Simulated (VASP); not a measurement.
A run of VASP 6.6.1:

POSCAR

```
I
1.0
    0.0000000000      2.3656004428      3.9098401324
    2.1922454667      0.0000000000      3.9098401324
    2.1922454667      2.3656004428      0.0000000000
I
1
Direct
    0.0000000000      0.0000000000      0.0000000000
```

Contents of INCAR.step1:

```
SYSTEM = I
  ALGO = Normal
  EDIFF = 1E-4
  ENCUT = 600
  GGA = PE
  ISMEAR = -1
  LASPH = .TRUE.
  LCHARG = .FALSE.
  LREAL = .FALSE.
  LWAVE = .TRUE.
  NELM = 80
  PREC = Accurate
  SIGMA = 0.05
```

Contents of INCAR.step2:

```
SYSTEM = I
  ALGO = Normal
  EDIFF = 1E-6
  EDIFFG = -0.01
  ENCUT = 600
  IBRION = 2
  ISIF = 3
  ISMEAR = -1
  ISTART = 1
  LASPH = .TRUE.
  LCHARG = .FALSE.
  LMIXTAU = .TRUE.
  LREAL = .FALSE.
  LWAVE = .FALSE.
  METAGGA = R2SCAN
  NELM = 80
  NSW = 60
  PREC = Accurate
  PSTRESS = 20.0
  SIGMA = 0.05
```

The input KPOINTS:

```
k-points
0
G
  9 9 9
  0 0 0
```

Potentials or basis: VASP PAW PBE potentials, release 64 (I).

The run is started by

```bash
$ cat potpaw_PBE.64/I/POTCAR > POTCAR
$ cp INCAR.step1 INCAR
$ mpirun -np 1 vasp_std > vasp.out
$ cp INCAR.step2 INCAR
$ mpirun -np 1 vasp_std > vasp.out
```

Hardware: 1 thread of Oxide Virtual Turin-like Processor, with other jobs on the host.

**Question.** Estimate the wall time of this run.

**Answer.** Run time: 63 min on 1 thread of Oxide Virtual Turin-like Processor, on a shared host, peak memory 0.2 GiB. Counts: k points 125, ion steps 22.
